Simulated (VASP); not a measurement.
A run of VASP 6.6.1 is set up as follows.

Contents of INCAR:

```
SYSTEM = Ni
ALGO     = Normal         ! electronic algorithm
EDIFF    = 1E-6           ! SCF threshold, eV
ENCUT    = 520            ! plane-wave cutoff, eV
GGA      = PE             ! functional
ISIF     = 2              ! what is computed and relaxed
ISMEAR   = -1             ! smearing method
ISPIN    = 2              ! spin polarisation
LASPH    = .True.         ! aspherical terms in the spheres
LCHARG   = .False.        ! write CHGCAR
LMAXMIX  = 4              ! l up to which the mixer works
LORBIT   = 11             ! projections on sites
LREAL    = .False.        ! projectors in reciprocal space
LWAVE    = .False.        ! write WAVECAR
MAGMOM   = 0.97           ! initial moments
NBANDS   = 15             ! bands
NELM     = 150            ! most SCF steps
NUPDOWN  = 0.97           ! fixed moment
PREC     = Accurate       ! precision mode
SIGMA    = 0.1            ! smearing width, eV
```

File KPOINTS:

```
k-points
0
Gamma
  12 12 12
  0 0 0
```

The input POSCAR:

```
Ni
1.0
    0.0000000000      1.7668500000      1.7668500000
    1.7668500000      0.0000000000      1.7668500000
    1.7668500000      1.7668500000      0.0000000000
Ni
1
Direct
    0.0000000000      0.0000000000      0.0000000000
```

Potentials or basis: VASP PAW PBE potentials, release 64 (Ni).

Command:

```console
$ cat potpaw_PBE.64/Ni/POTCAR > POTCAR
$ mpirun -np 1 vasp_std > vasp.out
```

**Question.** Estimate the pressure.

**Answer.** 0.7 GPa.

Caveat: the total moment is fixed, so each spin has its own Fermi level.
